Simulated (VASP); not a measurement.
# Co (P-1) in VASP: notebook

Runs on Co. Level: PBE. Tasks: single point.

Everything below comes from runs of VASP 6.6.1. Logs are shortened: lines on timing, memory, paths and dates and some standing lists are left out, and cuts for length are marked.

## 1. The cell of the first run

The typed cell holds 1 atom: a = 2.425 Å, b = 2.437 Å, c = 2.401 Å, α = 107.69°, β = 110.08°, γ = 109.82°.

## 2. Single point, PBE, collinear spin, ferromagnetic start

File INCAR:

```
  PREC = Accurate
  ENCUT = 520
  EDIFF = 1E-6
  ISMEAR = -1
  SIGMA = 0.05
  LREAL = F
  LASPH = T
  NELM = 150
  ALGO = Normal
  ISIF = 2
  LWAVE = F
  LCHARG = F
  ISPIN = 2
  MAGMOM = 1
  LORBIT = 11
  NUPDOWN = 1.0
  LMAXMIX = 4
  GGA = PE
  NBANDS = 14
```

File KPOINTS:

```
Automatic mesh
0
Gamma
  11 11 11
```

File POSCAR:

```
Co
1.0
   -1.4145745000      1.3929095500      1.3921574700
    1.4429802800     -1.3751271500      1.4027808400
    1.4112696000      1.3718222500     -1.3743750600
Co
1
Direct
    0.0000000000      0.0000000000      0.0000000000
```

Potentials or basis: VASP PAW PBE potentials, release 64 (Co).

On the command line:

```sh
cat potpaw_PBE.64/Co/POTCAR > POTCAR
mpirun -np 1 vasp_std > vasp.out
```

OUTCAR:

```text
PREC = Accurate
   ENCUT = 520
   EDIFF = 1E-6
   ISMEAR = -1
   LREAL = F
   LASPH = T
   NELM = 150
   ISIF = 2
   ISPIN = 2
   LORBIT = 11
   NUPDOWN = 1.0
   GGA = PE

 ion  position               nearest neighbor table
   1  0.000  0.000  0.000-

  LATTYP: Found a triclinic cell.
 ALAT       =     6.1639271409
 B/A-ratio  =     0.6337387412
 C/A-ratio  =     0.3933743782
 COS(alpha) =     0.0005142480
 COS(beta)  =     0.2599597309
 COS(gamma) =     0.9471042428

  Lattice vectors:

 A1 = (  -0.0350155800,   5.5116812000,  -2.7593734900)
 A2 = (  -0.0317106800,   2.7469494000,  -2.7771559000)
 A3 = (  -1.4145745000,   1.3929095500,   1.3921574700)

Analysis of symmetry for initial positions (statically):
=====================================================================
 Subroutine PRICEL returns:
 Original cell was already a primitive cell.

 Routine SETGRP: Setting up the symmetry group for a
 triclinic supercell.

 Subroutine GETGRP returns: Found  2 space group operations
 (whereof  2 operations were pure point group operations)
 out of a pool of  2 trial point group operations.

The static configuration has the point symmetry S_2 .

Analysis of symmetry for dynamics (positions and initial velocities):
=====================================================================
 Subroutine PRICEL returns:
 Original cell was already a primitive cell.

 Routine SETGRP: Setting up the symmetry group for a
 triclinic supercell.

 Subroutine GETGRP returns: Found  2 space group operations
 (whereof  2 operations were pure point group operations)
 out of a pool of  2 trial point group operations.

The dynamic configuration has the point symmetry S_2 .

Analysis of structural, dynamic, and magnetic symmetry:
=====================================================================
 Subroutine PRICEL returns:
 Original cell was already a primitive cell.

 Routine SETGRP: Setting up the symmetry group for a
 triclinic supercell.

 Subroutine GETGRP returns: Found  2 space group operations
 (whereof  2 operations were pure point group operations)
 out of a pool of  2 trial point group operations.

The overall configuration has the point symmetry S_2 .

 Subroutine INISYM returns: Found  2 space group operations
 (whereof  2 operations are pure point group operations),
 and found     1 'primitive' translations

----------------------------------------------------------------------------------------

                                     Primitive cell

  volume of cell :      11.0262

  direct lattice vectors                    reciprocal lattice vectors
    -1.414574500  1.392909550  1.392157470    -0.003122163  0.359408250  0.355534697
     1.442980280 -1.375127150  1.402780840     0.346826794 -0.001864074  0.354276607
     1.411269600  1.371822250 -1.374375060     0.350832501  0.362155868 -0.005869779

  length of vectors
     2.424731006  2.437408635  2.400517647     0.505558067  0.495786461  0.504256652

  position of ions in fractional coordinates (direct lattice)
     0.000000000  0.000000000  0.000000000

  ion indices of the primitive-cell ions
   primitive index   ion index
                 1           1

----------------------------------------------------------------------------------------

 KPOINTS: Automatic mesh

Automatic generation of k-mesh.
 Grid dimensions read from file:
 generate k-points for:   11   11   11

 Generating k-lattice:

  Cartesian coordinates                     Fractional coordinates (reciprocal lattice)
    -0.000283833  0.032673477  0.032321336     0.090909091 -0.000000000  0.000000000
     0.031529709 -0.000169461  0.032206964    -0.000000000  0.090909091  0.000000000
     0.031893864  0.032923261 -0.000533616     0.000000000 -0.000000000  0.090909091

  Length of vectors
     0.045959824  0.045071496  0.045841514

  Shift w.r.t. Gamma in fractional coordinates (k-lattice)
     0.000000000  0.000000000  0.000000000

 Subroutine IBZKPT returns following result:
 ===========================================

 Found    666 irreducible k-points:

 Following reciprocal coordinates:
            Coordinates               Weight
  0.000000  0.000000  0.000000      1.000000
  0.090909  0.000000  0.000000      2.000000
  0.181818  0.000000  0.000000      2.000000
  0.272727  0.000000  0.000000      2.000000
  0.363636 -0.000000  0.000000      2.000000
  0.454545  0.000000  0.000000      2.000000
[... 16 lines left out ...]
  0.454545  0.181818  0.000000      2.000000
 -0.454545  0.181818 -0.000000      2.000000
 [... further k-points ...]
   k-points           NKPTS =    666   k-points in BZ     NKDIM =    666   number of bands    NBANDS=     14
   number of dos      NEDOS =    301   number of ions     NIONS =      1
   total plane-waves  NPLWV =   5832
   dimension x,y,z NGX =    18 NGY =   18 NGZ =   18
   dimension x,y,z NGXF=    36 NGYF=   36 NGZF=   36
   ions per type =               1
   NGX,Y,Z   is equivalent  to a cutoff of  12.34, 12.28, 12.47 a.u.
   NGXF,Y,Z  is equivalent  to a cutoff of  24.68, 24.55, 24.93 a.u.
 SYSTEM =  unknown system
   PREC   = accura    normal or accurate (medium, high low for compatibility)
   ISTART =      0    job   : 0-new  1-cont  2-samecut
   ICHARG =      2    charge: 1-file 2-atom 10-const
   ISPIN  =      2    spin polarized calculation?
   LNONCOLLINEAR =      F non collinear calculations
   LSORBIT =      F    spin-orbit coupling
   LASPH  =      T    aspherical Exc in radial PAW
   ENCUT  =  520.0 eV  38.22 Ry    6.18 a.u.   4.51  4.53  4.46*2*pi/ulx,y,z
   NELM   =    150;   NELMIN=  2; NELMDL= -5     # of ELM steps
   EDIFF  = 0.1E-05   stopping-criterion for ELM
   LREAL  =      F    real-space projection
   EDIFFG = 0.1E-04   stopping-criterion for IOM
   NSW    =      0    number of steps for IOM
   IBRION =     -1    ionic relax: 0-MD 1-quasi-New 2-CG
   NFREE  =      0    steps in history (QN), initial steepest desc. (CG)
   ISIF   =      2    stress and relaxation
   ISYM   =      2    0-nonsym 1-usesym 2-fastsym
   POTIM  = 0.5000    time-step for ionic-motion
   TEBEG  =    0.0;   TEEND  =   0.0 temperature during run
   PSTRESS=    0.0 pullay stress
   NELECT =       9.0000    total number of electrons
   NUPDOWN=       1.0000    fix difference up-down
   EMIN   =  10.00;   EMAX   =-10.00  energy-range for DOS
   EFERMI =   0.00;   METHOD = LEGACY
   ISMEAR =    -1;   SIGMA  =   0.05  broadening in eV -4-tet -1-fermi 0-gaus
   EFERMI_NEDOS =   21; number of points for ismear=-14 and -15
   IALGO  =     38    algorithm
   IMIX   =      4    mixing-type and parameters
     AMIX     =   0.40;   BMIX     =  1.00
     AMIX_MAG =   1.60;   BMIX_MAG =  1.00
  volume/ion in A,a.u.               =      11.03        74.41
  Fermi-wavevector in a.u.,A,eV,Ry     =   1.529962  2.891209 31.848306  2.340784
  Thomas-Fermi vector in A             =   2.637511
   LORBIT       =     11    0 simple, 1 ext, 2 COOP (PROOUT), +10 PAW based schemes
   GGA     = PE    functional components
   LHFCALC =     F    Hartree Fock is set to
   AEXX    =    0.0000 exact exchange contribution
   IVDW    =     0    specifies the selected vdW correction
   LEPSILON=     F    determine dielectric tensor
   LRPA    =     F    only Hartree local field effects (RPA)
 spin polarized calculation
  energy-cutoff  :      520.00
  volume of cell :       11.03
 maximum number of plane-waves:       321
 NGX is ok and might be reduce to    18
   NGX =  9   NGY =  9   NGZ =  9

 number of electron       9.0000000 magnetization       1.0000000

 Free energy of the ion-electron system (eV)
  ---------------------------------------------------
  ext. energy  EPLUGINS =         0.00000000
  ---------------------------------------------------
  free energy    TOTEN  =        -6.77113159 eV

  energy without entropy =       -6.74912092  energy(sigma->0) =       -6.76012625

 E-fermi :  10.2453     XC(G=0): -13.3160

 val. band max:       10.2433089249   @ k =   0.0909   0.0909   0.4545
 cond. band min:       9.7231584181   @ k =  -0.2727   0.0000   0.3636
 fundamental gap:     -0.5201505068
 Fermi energy:         9.7194966532

 spin component 1

 k-point     1 :       0.0000    0.0000    0.0000
  band No.  band energies     occupation
      1       1.2299      1.00000
      2       7.5960      1.00000
      3       7.7014      1.00000
      4       7.8555      1.00000
      5       8.8017      1.00000
      6       8.8536      1.00000
      7      35.0120      0.00000
      8      35.7065      0.00000
      9      35.9993      0.00000
     10      40.4739      0.00000
     11      40.9646      0.00000
     12      41.9446      0.00000
     13      42.6230      0.00000
     14      42.8237      0.00000
[... 375 lines left out ...]
 k-point    24 :      -0.4545    0.1818   -0.0000
  band No.  band energies     occupation
      1       5.5749      1.00000
      2       6.7582      1.00000
      3       7.3786      1.00000
      4       8.7836      1.00000
      5       9.2725      0.99987
      6      11.0762      0.00000
      7      21.0463      0.00000
      8      23.7380      0.00000
      9      30.4218      0.00000
     10      36.1983      0.00000
     11      41.0100      0.00000
     12      43.1863      0.00000
     13      47.1942      0.00000
     14      48.9673      0.00000

 [... further k-points ...]

 spin component 2

 k-point     1 :       0.0000    0.0000    0.0000
  band No.  band energies     occupation
      1       1.1987      1.00000
      2       8.3678      1.00000
      3       8.5037      1.00000
      4       8.7151      1.00000
      5      10.2241      0.60432
      6      10.4255      0.02646
      7      34.7974      0.00000
      8      35.4929      0.00000
      9      35.7983      0.00000
     10      40.4831      0.00000
     11      40.9600      0.00000
     12      42.4428      0.00000
     13      42.7417      0.00000
     14      43.0152      0.00000
[... 375 lines left out ...]
 k-point    24 :      -0.4545    0.1818   -0.0000
  band No.  band energies     occupation
      1       5.9423      1.00000
      2       7.5072      1.00000
      3       8.0090      1.00000
      4      10.1236      0.91944
      5      10.6203      0.00055
      6      11.8316      0.00000
      7      21.3560      0.00000
      8      23.9325      0.00000
      9      30.5530      0.00000
     10      36.1813      0.00000
     11      41.0521      0.00000
     12      43.3604      0.00000
     13      48.5653      0.00000
     14      49.7780      0.00000

 [... further k-points ...]

------------------------ aborting loop because EDIFF is reached ----------------------------------------

  FORCE on cell =-STRESS in cart. coord.  units (eV):
  Direction    XX          YY          ZZ          XY          YZ          ZX
  --------------------------------------------------------------------------------------
  -------------------------------------------------------------------------------------
  Total       -0.2970875     -0.6141388     -0.5446959      0.0314737     -0.1173972     -0.2122882
  in kB      -43.1688055    -89.2384975    -79.1479856      4.5733474    -17.0585981    -30.8469083
  external PRESSURE =     -70.5184295 kB  Pullay stress =       0.0000000 kB

 VOLUME and BASIS-vectors are now :
 -----------------------------------------------------------------------------
  energy-cutoff  :      520.00
  volume of cell :       11.03
      direct lattice vectors                 reciprocal lattice vectors
    -1.414574500  1.392909550  1.392157470    -0.003122163  0.359408250  0.355534697
     1.442980280 -1.375127150  1.402780840     0.346826794 -0.001864074  0.354276607
     1.411269600  1.371822250 -1.374375060     0.350832501  0.362155868 -0.005869779

 POSITION                                       TOTAL-FORCE (eV/Angst)
 -----------------------------------------------------------------------------------
      0.00000      0.00000      0.00000         0.000000      0.000000      0.000000
 -----------------------------------------------------------------------------------
    total drift:                                0.000000      0.000000      0.000000

  FREE ENERGIE OF THE ION-ELECTRON SYSTEM (eV)
  ---------------------------------------------------
  free  energy   TOTEN  =        -6.7711315861 eV

  energy  without entropy=       -6.7491209174  energy(sigma->0) =       -6.76012625

 total charge

# of ion       s       p       d       tot
------------------------------------------
    1        0.473   0.500   7.270   8.243

 magnetization (x)

# of ion       s       p       d       tot
------------------------------------------
    1       -0.008  -0.042   1.073   1.023
```

Run time: 4.2 min. Hardware: 1 thread of Intel Xeon 8259CL, shared host; peak memory 0.26 GiB.

What came out:

- Free energy: -6.7711 eV
- Pressure: -7.1 GPa
- Net moment: 1.00 μB per cell
- Site moments: Co +1.02 μB
- Valence electrons inside the program's atomic spheres: Co 8.24

Caveat: the cell stands under tension; the total moment is fixed, so each spin has its own Fermi level.

## 3. Single point, PBE, collinear spin, ferromagnetic start

File INCAR:

```
PREC = Accurate ; ENCUT = 520
EDIFF = 1E-6 ; ISMEAR = -1
SIGMA = 0.05 ; LREAL = F
LASPH = T ; NELM = 150
ALGO = Normal ; ISIF = 2
LWAVE = F ; LCHARG = T
ISPIN = 2 ; MAGMOM = 1.5
LORBIT = 11 ; NUPDOWN = 1.5
LMAXMIX = 4 ; GGA = PE
LELF = T ; LVHAR = T
NBANDS = 14
```

File KPOINTS:

```
regular mesh
0
Gamma
  11 11 11
```

POSCAR is that of step 2.

Potentials or basis: VASP PAW PBE potentials, release 64 (Co).

On the command line:

```sh
cat potpaw_PBE.64/Co/POTCAR > POTCAR
mpirun -np 1 vasp_std > vasp.out
```

It took 3.7 min on 1 thread of Intel Xeon 8259CL, shared host; peak memory 0.26 GiB.

Results (log left out):

```
Free energy                                           : -6.9153 eV
Pressure                                              : -2.6 GPa
Net moment                                            : 1.50 μB per cell
Site moments                                          : Co +1.53 μB
Valence electrons inside the program's atomic spheres : Co 8.24
```

Stress tensor (GPa, compression positive):
```
-1.42  0.37 -2.74
 0.37 -3.48 -1.67
-2.74 -1.67 -2.80
```

Caveat: the total moment is fixed, so each spin has its own Fermi level.

(Part 1 of 2 ends here.)
